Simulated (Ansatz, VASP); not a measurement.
**In: VASP beside Ansatz**

```
In
1.0
    -1.86295    1.86295    1.86295
     1.86295   -1.86295    1.86295
     1.86295    1.86295   -1.86295
In
1
Direct
  0.00000 0.00000 0.00000
```

Alike in both runs: functional PBEsol; k mesh 16 × 16 × 16; occupations gaussian, width 0.1 eV; no spin polarisation.

Ansatz relaxed the structure, and its values are those at the end. VASP's run is a single point on that final structure, the one shown.

|  | VASP | Ansatz |
| --- | --- | --- |
| version | VASP 6.6.1 | Ansatz 0.2.0 |
| potentials or method | VASP PAW PBE potentials, release 64 (In_d), cutoff 520 eV | scalar-relativistic, plane waves, PAW |
| valence electrons in the cell | 13 | 13 |

```tsv
	VASP	Ansatz	Ansatz less VASP
gap on the k mesh at the Fermi level (eV)	none	none	-
pressure (GPa)	0.0	0.0	+0.01
```

VASP's potentials were made for PBE, not for PBEsol. A gap of «none» marks a metal or a gap that the smearing closes. With one functional, cell and mesh, what is left measures potentials, basis and numerics.
